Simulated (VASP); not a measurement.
A run of VASP 6.6.1 is set up as follows.

File INCAR:

```
SYSTEM = Pd
ALGO = Normal
EDIFF = 1E-6
ENCUT = 520
GGA = CA
ISIF = 2
ISMEAR = -1
LASPH = .True.
LCHARG = .True.
LELF = .True.
LREAL = .False.
LVHAR = .True.
LWAVE = .False.
NBANDS = 17
NELM = 100
PREC = Accurate
SIGMA = 0.05
```

The input KPOINTS:

```
k-points
0
Gamma
  10 10 6
  0 0 0
```

POSCAR

```
Pd
1.0
    2.6929305287      0.0000000000      0.0000000000
   -1.3464652643      2.3321462485      0.0000000000
    0.0000000000      0.0000000000      4.5297789778
Pd
2
Direct
    0.3333333333      0.6666666667      0.2500000000
    0.6666666667      0.3333333333      0.7500000000
```

Potentials or basis: VASP PAW LDA potentials, release 64 (Pd).

Run with:

```console
$ cat potpaw_LDA.64/Pd/POTCAR > POTCAR
$ mpirun -np 1 vasp_std > vasp.out
```

Predict the band gap on the k mesh.

zero (band 10 reaches 10.51 eV, above the bottom of band 11 at 9.51 eV).

Predict the pressure.

0.3 GPa.

Stress tensor (GPa, compression positive):
```
0.33 0.00 0.00
0.00 0.33 0.00
0.00 0.00 0.21
```
